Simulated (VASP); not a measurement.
Write the native input for VASP 6.6.1 that does the following.

| Quantity | Value |
| --- | --- |
| Task | single point |
| Functional | LDA |
| Potentials or basis | VASP PAW LDA potentials, release 64 (Hf_pv, Ge_d) |
| Cutoff | 500 eV |
| k mesh | 6 × 6 × 6 |
| Occupations | gaussian, width 0.05 eV |
| Spin | no spin polarisation |
| Dipole correction | no |
| Further INCAR settings | ALGO = Normal; EDIFF = 1e-06; NBANDS = 19 |

The structure of HfGe lies in POSCAR:

```
HfGe
1.0
    3.2687719862      0.0000000000      0.0000000000
    0.0000000000      3.2687719862      0.0000000000
    0.0000000000      0.0000000000      3.2687719862
Hf Ge
1 1
Direct
    0.0000000000      0.0000000000      0.0000000000
    0.5000000000      0.5000000000      0.5000000000
```

One way to write it, as run:

INCAR

```
SYSTEM = HfGe
PREC = Accurate
ENCUT = 500
EDIFF = 1E-6
ISMEAR = 0
SIGMA = 0.05
LREAL = .FALSE.
LASPH = .TRUE.
NELM = 120
ALGO = Normal
ISIF = 2
LWAVE = .FALSE.
LCHARG = .FALSE.
GGA = CA
NBANDS = 19
GGA_COMPAT = .FALSE.
```

KPOINTS

```
regular mesh
0
G
  6 6 6
  0 0 0
```

Potentials or basis: VASP PAW LDA potentials, release 64 (Hf_pv, Ge_d).

The run is started by

```sh
$ cat potpaw_LDA.64/Hf_pv/POTCAR potpaw_LDA.64/Ge_d/POTCAR > POTCAR
$ mpirun -np 1 vasp_std > vasp.out
```

It gave:

- Pressure: 0.4 GPa
- Band gap on the k mesh: zero (band 12 reaches 9.05 eV, above the bottom of band 13 at 6.42 eV)

Caveat: spin-orbit coupling is left out, which moves the levels of the heavy elements.

Run time: 4.4 s on 1 thread of Intel(R) Xeon(R) 6975P-C (Granite Rapids), on a shared host, peak memory 0.13 GiB.
